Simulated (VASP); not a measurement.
# HfSi2N2 (P-3m1) in VASP: a series of runs

HfSi2N2 is run at these levels: PBE; tasks: single point, relaxation of cell and atoms.

Program: VASP 6.6.1. These are calculated values, not measurements. Logs are shortened: lines on timing, memory, paths and dates and some standing lists are left out, and cuts for length are marked.

## 1. The cell of the first run

Symmetry: P-3m1, No. 164, trigonal system. Conventional cell: a = 2.903 Å, b = 2.903 Å, c = 10.336 Å, α = 90.00°, β = 90.00°, γ = 120.00°. Hf (site symmetry -3m) has 6 Hf at 2.90 Å and 6 Si at 3.11 Å and 6 N at 3.63 Å within 3.8 Å. Within 2.4 Å of Si (site symmetry 3m) lie 3 N at 1.78 Å. N (site symmetry 3m) has 3 Si at 1.78 Å within 2.4 Å.

The cell was generated, and may not be a known phase.

## 2. Single point, PBE

Contents of INCAR:

```
  ALGO = Normal
  EDIFF = 1E-6
  ENCUT = 520
  GGA = PE
  ISIF = 2
  ISMEAR = 0
  LASPH = True
  LCHARG = False
  LREAL = False
  LWAVE = False
  NBANDS = 22
  NELM = 100
  PREC = Accurate
  SIGMA = 0.1
```

Contents of KPOINTS:

```
k-points
0
Gamma
  12 12 4
```

Contents of POSCAR:

```
HfSi2N2
1.0
    2.9028398082      0.0000000000      0.0000000000
   -1.4514199041      2.5139330170      0.0000000000
    0.0000000000      0.0000000000     10.3364730970
Hf Si N
1 2 2
Direct
    0.0000000000      0.0000000000      0.0000000000
    0.6666666667      0.3333333333      0.7462794070
    0.3333333333      0.6666666667      0.2537205930
    0.6666666667      0.3333333333      0.3119384080
    0.3333333333      0.6666666667      0.6880615920
```

Potentials or basis: VASP PAW PBE potentials, release 64 (Hf_pv, Si, N).

Started as:

```
> cat potpaw_PBE.64/Hf_pv/POTCAR potpaw_PBE.64/Si/POTCAR potpaw_PBE.64/N/POTCAR > POTCAR
> mpirun -np 1 vasp_std > vasp.out
```

OUTCAR:

```text
EDIFF = 1E-6
   ENCUT = 520
   GGA = PE
   ISIF = 2
   ISMEAR = 0
   LASPH = True
   LREAL = False
   NELM = 100
   PREC = Accurate

 ion  position               nearest neighbor table
   1  0.000  0.000  0.000-   2 3.11   3 3.11   3 3.11   2 3.11   2 3.11   3 3.11
   2  0.667  0.333  0.746-   5 1.78   5 1.78   5 1.78   1 3.11   1 3.11   1 3.11
   3  0.333  0.667  0.254-   4 1.78   4 1.78   4 1.78   1 3.11   1 3.11   1 3.11
   4  0.667  0.333  0.312-   3 1.78   3 1.78   3 1.78
   5  0.333  0.667  0.688-   2 1.78   2 1.78   2 1.78

  LATTYP: Found a hexagonal cell.
 ALAT       =     2.9028398082
 C/A-ratio  =     3.5608141613

  Lattice vectors:

 A1 = (   2.9028398082,   0.0000000000,   0.0000000000)
 A2 = (  -1.4514199041,   2.5139330170,   0.0000000000)
 A3 = (   0.0000000000,   0.0000000000,  10.3364730970)

Analysis of symmetry for initial positions (statically):
=====================================================================
 Subroutine PRICEL returns:
 Original cell was already a primitive cell.

 Routine SETGRP: Setting up the symmetry group for a
 hexagonal supercell.

 Subroutine GETGRP returns: Found 12 space group operations
 (whereof 12 operations were pure point group operations)
 out of a pool of 24 trial point group operations.

The static configuration has the point symmetry D_3d.

Analysis of symmetry for dynamics (positions and initial velocities):
=====================================================================
 Subroutine PRICEL returns:
 Original cell was already a primitive cell.

 Routine SETGRP: Setting up the symmetry group for a
 hexagonal supercell.

 Subroutine GETGRP returns: Found 12 space group operations
 (whereof 12 operations were pure point group operations)
 out of a pool of 24 trial point group operations.

The dynamic configuration has the point symmetry D_3d.

 Subroutine INISYM returns: Found 12 space group operations
 (whereof 12 operations are pure point group operations),
 and found     1 'primitive' translations

----------------------------------------------------------------------------------------

                                     Primitive cell

  volume of cell :      75.4309

  direct lattice vectors                    reciprocal lattice vectors
     2.902839808  0.000000000  0.000000000     0.344490246  0.198891536  0.000000000
    -1.451419904  2.513933017  0.000000000     0.000000000  0.397783073  0.000000000
     0.000000000  0.000000000 10.336473097     0.000000000  0.000000000  0.096744798

  length of vectors
     2.902839808  2.902839808 10.336473097     0.397783073  0.397783073  0.096744798

  position of ions in fractional coordinates (direct lattice)
     0.000000000  0.000000000  0.000000000
     0.666666667  0.333333333  0.746279407
     0.333333333  0.666666667  0.253720593
     0.666666667  0.333333333  0.311938408
     0.333333333  0.666666667  0.688061592

  ion indices of the primitive-cell ions
   primitive index   ion index
                 1           1
                 2           2
                 3           3
                 4           4
                 5           5

----------------------------------------------------------------------------------------

 KPOINTS: k-points

Automatic generation of k-mesh.
 Grid dimensions read from file:
 generate k-points for:   12   12    4

 Generating k-lattice:

  Cartesian coordinates                     Fractional coordinates (reciprocal lattice)
     0.028707521  0.016574295  0.000000000     0.083333333  0.000000000  0.000000000
     0.000000000  0.033148589  0.000000000     0.000000000  0.083333333  0.000000000
     0.000000000  0.000000000  0.024186199     0.000000000  0.000000000  0.250000000

  Length of vectors
     0.033148589  0.033148589  0.024186199

  Shift w.r.t. Gamma in fractional coordinates (k-lattice)
     0.000000000  0.000000000  0.000000000

 Subroutine IBZKPT returns following result:
 ===========================================

 Found     69 irreducible k-points:

 Following reciprocal coordinates:
            Coordinates               Weight
  0.000000  0.000000  0.000000      1.000000
  0.083333  0.000000  0.000000      6.000000
  0.166667  0.000000  0.000000      6.000000
  0.250000  0.000000  0.000000      6.000000
  0.333333  0.000000  0.000000      6.000000
  0.416667 -0.000000  0.000000      6.000000
[... 16 lines left out ...]
  0.166667  0.000000  0.250000      6.000000
  0.000000  0.166667  0.250000      6.000000
 [... further k-points ...]
   k-points           NKPTS =     69   k-points in BZ     NKDIM =     69   number of bands    NBANDS=     22
   number of dos      NEDOS =    301   number of ions     NIONS =      5
   total plane-waves  NPLWV =  46080
   dimension x,y,z NGX =    24 NGY =   24 NGZ =   80
   dimension x,y,z NGXF=    48 NGYF=   48 NGZF=  160
   ions per type =               1   2   2
   NGX,Y,Z   is equivalent  to a cutoff of  13.74, 13.74, 12.87 a.u.
   NGXF,Y,Z  is equivalent  to a cutoff of  27.49, 27.49, 25.73 a.u.
 SYSTEM =  unknown system
   PREC   = accura    normal or accurate (medium, high low for compatibility)
   ISTART =      0    job   : 0-new  1-cont  2-samecut
   ICHARG =      2    charge: 1-file 2-atom 10-const
   ISPIN  =      1    spin polarized calculation?
   LNONCOLLINEAR =      F non collinear calculations
   LSORBIT =      F    spin-orbit coupling
   LASPH  =      T    aspherical Exc in radial PAW
   ENCUT  =  520.0 eV  38.22 Ry    6.18 a.u.   5.40  5.40 19.22*2*pi/ulx,y,z
   NELM   =    100;   NELMIN=  2; NELMDL= -5     # of ELM steps
   EDIFF  = 0.1E-05   stopping-criterion for ELM
   LREAL  =      F    real-space projection
   EDIFFG = 0.1E-04   stopping-criterion for IOM
   NSW    =      0    number of steps for IOM
   IBRION =     -1    ionic relax: 0-MD 1-quasi-New 2-CG
   NFREE  =      0    steps in history (QN), initial steepest desc. (CG)
   ISIF   =      2    stress and relaxation
   ISYM   =      2    0-nonsym 1-usesym 2-fastsym
   POTIM  = 0.5000    time-step for ionic-motion
   TEBEG  =    0.0;   TEEND  =   0.0 temperature during run
   PSTRESS=    0.0 pullay stress
   NELECT =      28.0000    total number of electrons
   NUPDOWN=      -1.0000    fix difference up-down
   EMIN   =  10.00;   EMAX   =-10.00  energy-range for DOS
   EFERMI =   0.00;   METHOD = LEGACY
   ISMEAR =     0;   SIGMA  =   0.10  broadening in eV -4-tet -1-fermi 0-gaus
   EFERMI_NEDOS =   21; number of points for ismear=-14 and -15
   IALGO  =     38    algorithm
   IMIX   =      4    mixing-type and parameters
     AMIX     =   0.40;   BMIX     =  1.00
     AMIX_MAG =   1.60;   BMIX_MAG =  1.00
  volume/ion in A,a.u.               =      15.09       101.81
  Fermi-wavevector in a.u.,A,eV,Ry     =   1.176552  2.223361 18.834199  1.384275
  Thomas-Fermi vector in A             =   2.312914
   LORBIT       =      0    0 simple, 1 ext, 2 COOP (PROOUT), +10 PAW based schemes
   GGA     = PE    functional components
   LHFCALC =     F    Hartree Fock is set to
   AEXX    =    0.0000 exact exchange contribution
   IVDW    =     0    specifies the selected vdW correction
   LEPSILON=     F    determine dielectric tensor
   LRPA    =     F    only Hartree local field effects (RPA)
 non-spin polarized calculation
 Gauss-broadening in eV      SIGMA  =   0.10
  energy-cutoff  :      520.00
  volume of cell :       75.43
 maximum number of plane-waves:      2078
 NGX is ok and might be reduce to    24
   NGX = 11   NGY = 11   NGZ = 39

 number of electron      28.0000002 magnetization

 Free energy of the ion-electron system (eV)
  ---------------------------------------------------
  ext. energy  EPLUGINS =         0.00000000
  ---------------------------------------------------
  free energy    TOTEN  =       -39.08274313 eV

  energy without entropy =      -39.07653184  energy(sigma->0) =      -39.07963748

 E-fermi :   5.3353     XC(G=0): -10.0843

 val. band max:        5.3110902629   @ k =   0.1667   0.1667   0.0000
 cond. band min:       5.3894737026   @ k =   0.4167   0.0833   0.5000
 fundamental gap:      0.0783834397
 Fermi energy:         5.3353241882

 k-point     1 :       0.0000    0.0000    0.0000
  band No.  band energies     occupation
      1     -25.1463      2.00000
      2     -24.2239      2.00000
      3     -24.2239      2.00000
      4     -12.8859      2.00000
      5     -12.8471      2.00000
      6      -2.7829      2.00000
[... 14 lines left out ...]
     21      12.5486      0.00000
     22      12.9652      0.00000

 k-point     2 :       0.0833    0.0000    0.0000
  band No.  band energies     occupation
      1     -25.1315      2.00000
      2     -24.3229      2.00000
      3     -24.2455      2.00000
      4     -12.7754      2.00000
      5     -12.7383      2.00000
      6      -2.6168      2.00000
[... 14 lines left out ...]
     21      12.3711      0.00000
     22      12.6370      0.00000

 k-point     3 :       0.1667    0.0000    0.0000
  band No.  band energies     occupation
      1     -25.0910      2.00000
      2     -24.5862      2.00000
      3     -24.3041      2.00000
      4     -12.4532      2.00000
      5     -12.4206      2.00000
      6      -2.1853      2.00000
[... 14 lines left out ...]
     21      12.0971      0.00000
     22      12.4721      0.00000

 k-point     4 :       0.2500    0.0000    0.0000
  band No.  band energies     occupation
      1     -25.0351      2.00000
      2     -24.9306      2.00000
      3     -24.3830      2.00000
      4     -11.9514      2.00000
      5     -11.9255      2.00000
      6      -2.0098      2.00000
[... 14 lines left out ...]
     21      11.7565      0.00000
     22      12.5089      0.00000

 k-point     5 :       0.3333    0.0000    0.0000
  band No.  band energies     occupation
      1     -25.2593      2.00000
      2     -24.9786      2.00000
      3     -24.4607      2.00000
      4     -11.3428      2.00000
      5     -11.3253      2.00000
      6      -3.0663      2.00000
[... 417 lines left out ...]
 k-point    22 :       0.0000    0.0833    0.2500
  band No.  band energies     occupation
      1     -25.1315      2.00000
      2     -24.3229      2.00000
      3     -24.2455      2.00000
      4     -12.7704      2.00000
      5     -12.7435      2.00000
      6      -2.5859      2.00000
[... 14 lines left out ...]
     21      12.3744      0.00000
     22      12.6318      0.00000

 k-point    23 :       0.1667    0.0000    0.2500
  band No.  band energies     occupation
      1     -25.0910      2.00000
      2     -24.5862      2.00000
      3     -24.3041      2.00000
      4     -12.4487      2.00000
      5     -12.4252      2.00000
      6      -2.1573      2.00000
[... 14 lines left out ...]
     21      12.1263      0.00000
     22      12.4389      0.00000

 k-point    24 :       0.0000    0.1667    0.2500
  band No.  band energies     occupation
      1     -25.0910      2.00000
      2     -24.5862      2.00000
      3     -24.3041      2.00000
      4     -12.4485      2.00000
      5     -12.4253      2.00000
      6      -2.1575      2.00000
[... 14 lines left out ...]
     21      12.0921      0.00000
     22      12.2891      0.00000

 [... further k-points ...]
[... 5 lines left out ...]
  --------------------------------------------------------------------------------------
  -------------------------------------------------------------------------------------
  Total       -0.0959736     -0.0959736     -0.1095005     -0.0000000      0.0000000      0.0000000
  in kB       -2.0385111     -2.0385111     -2.3258272     -0.0000000      0.0000000      0.0000000
  external PRESSURE =      -2.1342832 kB  Pullay stress =       0.0000000 kB

 VOLUME and BASIS-vectors are now :
 -----------------------------------------------------------------------------
  energy-cutoff  :      520.00
  volume of cell :       75.43
      direct lattice vectors                 reciprocal lattice vectors
     2.902839808  0.000000000  0.000000000     0.344490246  0.198891536  0.000000000
    -1.451419904  2.513933017  0.000000000     0.000000000  0.397783073  0.000000000
     0.000000000  0.000000000 10.336473097     0.000000000  0.000000000  0.096744798

 POSITION                                       TOTAL-FORCE (eV/Angst)
 -----------------------------------------------------------------------------------
      0.00000      0.00000      0.00000        -0.000000      0.000000      0.000000
      1.45142      0.83798      7.71390        -0.000000      0.000000     -0.008254
     -0.00000      1.67596      2.62258         0.000000     -0.000000      0.008254
      1.45142      0.83798      3.22434        -0.000000      0.000000     -0.021119
     -0.00000      1.67596      7.11213         0.000000     -0.000000      0.021119
 -----------------------------------------------------------------------------------
    total drift:                               -0.000000      0.000000     -0.000000

  FREE ENERGIE OF THE ION-ELECTRON SYSTEM (eV)
  ---------------------------------------------------
  free  energy   TOTEN  =       -39.0827431286 eV

  energy  without entropy=      -39.0765318361  energy(sigma->0) =      -39.07963748
```

Wall time 63 s (1 thread of Intel Xeon Platinum 8559C (Emerald Rapids), shared host); peak memory 0.27 GiB.

What came out:

```
Free energy            : -39.0827 eV
Pressure               : -0.2 GPa
Largest force          : 0.021 eV/Å
Band gap on the k mesh : zero (bands 14 and 15 overlap by 0.40 eV)
```

Forces in eV/Å, atoms in the order of the input:
```
Hf   0.000  0.000  0.000
Si   0.000  0.000 -0.008
Si   0.000  0.000  0.008
N    0.000  0.000 -0.021
N    0.000  0.000  0.021
```

Levels at points of the mesh, in eV from the Fermi level:
```csv
k point,band 11,band 12,band 13,band 14,band 15,band 16,band 17,band 18
"(0.00, 0.00, 0.00)",-3.39,-3.39,-1.07,-0.71,1.99,1.99,4.26,4.76
"(0.50, 0.00, 0.00)",-3.72,-3.42,-1.54,-0.90,-0.09,1.50,3.48,3.61
"(0.00, 0.00, 0.50)",-3.39,-3.39,-1.15,-0.75,1.99,1.99,4.43,4.66
"(0.50, 0.00, 0.50)",-3.64,-3.40,-1.53,-0.96,-0.17,1.62,3.50,3.61
```

Caveat: spin-orbit coupling is left out, which moves the levels of the heavy elements.

## 3. Relaxation of cell and atoms, PBE

This run uses another cell than the first one, of 14.47 Å³/atom.

Contents of INCAR:

```
PREC = Accurate ; ENCUT = 600
EDIFF = 1E-6 ; ISMEAR = 0
SIGMA = 0.1 ; LREAL = F
LASPH = T ; NELM = 80
ALGO = Normal ; ISIF = 3
LWAVE = F ; LCHARG = F
GGA = PE ; IBRION = 2
NSW = 100 ; EDIFFG = -0.01
```

Contents of KPOINTS:

```
Automatic mesh
0
Gamma
  12 12 4
```

Contents of POSCAR:

```
HfSi2N2
1.0
    2.9035068811      0.0000000000      0.0000000000
   -1.4517534406      2.5145107191      0.0000000000
    0.0000000000      0.0000000000      9.9095829738
Hf Si N
1 2 2
Direct
    0.0000000000      0.0000000000      0.0000000000
    0.6666666667      0.3333333333      0.7377448838
    0.3333333333      0.6666666667      0.2622551162
    0.6666666667      0.3333333333      0.3227165488
    0.3333333333      0.6666666667      0.6772834512
```

Potentials or basis: VASP PAW PBE potentials, release 64 (Hf_pv, Si, N).

Started as:

```
> cat potpaw_PBE.64/Hf_pv/POTCAR potpaw_PBE.64/Si/POTCAR potpaw_PBE.64/N/POTCAR > POTCAR
> mpirun -np 1 vasp_std > vasp.out
```

It took 2.8 min on 1 thread of Intel Xeon Platinum 8559C (Emerald Rapids), shared host; peak memory 0.29 GiB.

It converged, with:

* Free energy: -39.0838 eV
* Relaxed volume: 14.55 Å³/atom
* Relaxed cell: a = 2.902 Å, b = 2.902 Å, c = 9.971 Å, α = 90.00°, β = 90.00°, γ = 120.00°
* Space group after relaxing (to 0.1 Å): P-3m1 (No. 164)
* Energy gained by relaxing: 0.3 meV/atom
* Ionic steps: 6
* Pressure after relaxing: 0.0 GPa
* Largest force after relaxing: 0.007 eV/Å
* Band gap on the k mesh: zero (bands 14 and 15 overlap by 0.43 eV)

Forces in eV/Å, atoms in the order of the input:
```
Hf   0.000  0.000  0.000
Si   0.000  0.000  0.007
Si   0.000  0.000 -0.007
N    0.000  0.000 -0.004
N    0.000  0.000  0.004
```

The path:
```tsv
step	energy change (eV)	largest force (eV/Å)	pressure (GPa)	volume (Å³)
1	0.0000	0.0396	0.32	72.35
2	-0.0010	0.0426	-0.13	72.65
3	-0.0010	0.0474	-0.20	72.70
4	-0.0011	0.0198	0.25	72.66
5	-0.0013	0.0144	0.07	72.68
6	-0.0013	0.0070	0.00	72.74
```

Final structure:
```
CELL_PARAMETERS angstrom
2.90225 0.00000 0.00000
-1.45112 2.51342 0.00000
0.00000 0.00000 9.97121
ATOMIC_POSITIONS crystal
Hf 0.00000 0.00000 0.00000
Si 0.66667 0.33333 0.73744
Si 0.33333 0.66667 0.26256
N 0.66667 0.33333 0.32280
N 0.33333 0.66667 0.67720
```

Levels at points of the mesh, in eV from the Fermi level:
```csv
k point,band 12,band 13,band 14,band 15,band 16,band 17
"(0.00, 0.00, 0.00)",-3.40,-1.13,-0.60,1.99,1.99,4.29
"(0.50, 0.00, 0.00)",-3.44,-1.56,-0.88,-0.06,1.46,3.47
"(0.00, 0.00, 0.50)",-3.40,-1.24,-0.67,1.99,1.99,4.45
"(0.50, 0.00, 0.50)",-3.41,-1.53,-0.99,-0.21,1.65,3.52
```

Caveat: spin-orbit coupling is left out, which moves the levels of the heavy elements.

The gap in the log of VASP goes by the Fermi energy; the results here count the filled bands.